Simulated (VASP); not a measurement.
A run of VASP 6.6.1 is set up as follows.

The input INCAR:

```
SYSTEM = LuSi2Rh2C
ALGO = Normal
EDIFF = 1E-6
ENCUT = 700
GGA = PE
GGA_COMPAT = .False.
ISIF = 2
ISMEAR = -1
LASPH = .True.
LCHARG = .False.
LREAL = .False.
LWAVE = .False.
NBANDS = 44
NELM = 120
PREC = Accurate
SIGMA = 0.1
```

File KPOINTS:

```
k-points
0
Gamma
  5 5 5
  0 0 0
```

The input POSCAR:

```
LuSi2Rh2C
1.0
    0.0000000000      4.0455520000      0.0000000000
    4.0455520000      0.0000000000      0.0000000000
    2.0227760000      2.0227760000     -5.3561720000
C Rh Si Lu
1 2 2 1
Direct
    0.0000000000      0.0000000000      0.0000000000
    0.7500000000      0.2500000000      0.5000000000
    0.2500000000      0.7500000000      0.5000000000
    0.1477200000      0.1477200000      0.7045600000
    0.8522800000      0.8522800000      0.2954400000
    0.5000000000      0.5000000000      0.0000000000
```

Potentials or basis: VASP PAW PBE potentials, release 64 (C, Rh_sv_GW, Si, Lu).

Command:

```bash
$ cat potpaw_PBE.64/C/POTCAR potpaw_PBE.64/Rh_sv_GW/POTCAR potpaw_PBE.64/Si/POTCAR potpaw_PBE.64/Lu/POTCAR > POTCAR
$ mpirun -np 1 vasp_std > vasp.out
```

Problem. What does it give for the pressure?

Solution. 20.2 GPa.

Problem. What does it give for the largest force?

Solution. 5.382 eV/Å.

Forces in eV/Å, atoms in the order of the input:
```
C    0.000  0.000  0.000
Rh   0.000  0.000  0.000
Rh   0.000  0.000  0.000
Si   0.000  0.000  5.382
Si   0.000  0.000 -5.382
Lu   0.000  0.000  0.000
```

Caveat: the stress differs along the axes, from 4 to 53 GPa; an odd number of electrons without spin polarisation forces a metal; a magnetic or distorted state may lie lower.
